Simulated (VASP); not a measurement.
Crystal: LiH.

```
Li H
1.0
     0.00000    2.00233    2.00233
     2.00233    0.00000    2.00233
     2.00233    2.00233    0.00000
Li H
1 1
Direct
  0.00000 0.00000 0.00000
  0.50000 0.50000 0.50000
```

Base run:

| Quantity | Value |
| --- | --- |
| Program | VASP 6.6.1 |
| Functional | r2SCAN |
| Dispersion | D4 |
| Potentials or basis | VASP PAW PBE potentials, release 64 (Li_sv, H) |
| Cutoff | 830 eV |
| k mesh | 10 × 10 × 10 |
| Occupations | gaussian, width 0.01 eV |
| Spin | no spin polarisation |

Its results: band gap on the k mesh 3.58 eV; pressure -0.5 GPa.

The run is repeated on the same cell with these changes: dispersion from D4 to none. What comes out?

Band gap on the k mesh 3.58 eV; pressure 0.0 GPa.

Dispersion adds attraction, which lowers the pressure at fixed volume and, as a term added to the energy, leaves the levels alone.

Caveats: the PAW data sets were made with another functional, which shifts forces and pressure a little.

A k mesh can miss the band edges.
